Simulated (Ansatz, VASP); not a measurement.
One calculation of TePb, two programs

File INCAR:

```
ALGO = Normal ; EDIFF = 1E-7
ENCUT = 520 ; GGA = PS
ISIF = 2 ; ISMEAR = 0
LASPH = T ; LCHARG = F
LREAL = F ; LWAVE = F
NBANDS = 17 ; NELM = 80
PREC = Accurate ; SIGMA = 0.01
```

The input KPOINTS:

```
k-points
0
Gamma
  6 6 6
```

POSCAR

```
TePb
1.0
    0.0000000000      3.2213337944      3.2213337944
    3.2213337944      0.0000000000      3.2213337944
    3.2213337944      3.2213337944      0.0000000000
Te Pb
1 1
Direct
    0.4984478479      0.4984478479      0.4984478479
    0.0000000000      0.0000000000      0.0000000000
```

Input for Ansatz:

```yaml
crystal:
  lattice:
    - [0.0, 3.22133379436, 3.22133379436]
    - [3.22133379436, 0.0, 3.22133379436]
    - [3.22133379436, 3.22133379436, 0.0]
  atoms:
    - { symbol: Te, position: [0.498447847904, 0.498447847904, 0.498447847904] }
    - { symbol: Pb, position: [0.0, 0.0, 0.0] }
kpoints:
  mp_grid: { grid: [6, 6, 6] }
scf:
  occupations: { method: fixed }
  convergence: { dr2_threshold: 1.0e-10 }
hamiltonian:
  xc: pbesol
  pseudopotentials: { kind: all_electron, lapw: { basis_error: 0.0005 } }
output:
  forces: true
  stress: true
  eigenstates:
    kpoints:
      - [0.0, 0.0, 0.0]
      - [0.0, -0.5, 0.0]
      - [-0.5, 0.0, 0.0]
      - [0.0, 0.0, -0.5]
      - [-0.5, -0.5, -0.5]
      - [-0.5, 0.0, -0.5]
      - [0.0, -0.5, -0.5]
      - [-0.5, -0.5, 0.0]
  eigenvalues: true
```

Change from the starting cell: atom 1 moved by [-0.01, -0.01, -0.01] A.

Alike in both runs: task single point; functional PBEsol; k mesh 6 × 6 × 6; no spin polarisation.

|  | VASP | Ansatz |
| --- | --- | --- |
| version | VASP 6.6.1 | Ansatz 0.2.0 |
| potentials or method | VASP PAW PBE potentials, release 64 (Te, Pb_d), cutoff 520 eV | all-electron LAPW, scalar-relativistic |
| occupations | gaussian, width 0.01 eV | fixed |

|  | VASP | Ansatz | Ansatz less VASP |
| --- | --- | --- | --- |
| gap on the k mesh at the Fermi level (eV) | 0.65 | 0.64 | -0.006 |
| pressure (GPa) | 0.0 | 0.0 | +0.03 |
| rms of the force components (eV/Å) | 0.003 | 0.003 | -0.0001 |

VASP's potentials were made for PBE, not for PBEsol. Atom by atom the forces differ by 0.000 eV/Å (rms over components). Ansatz ran all-electron here, and VASP with PAW potentials.

Neither program's run includes spin-orbit coupling.
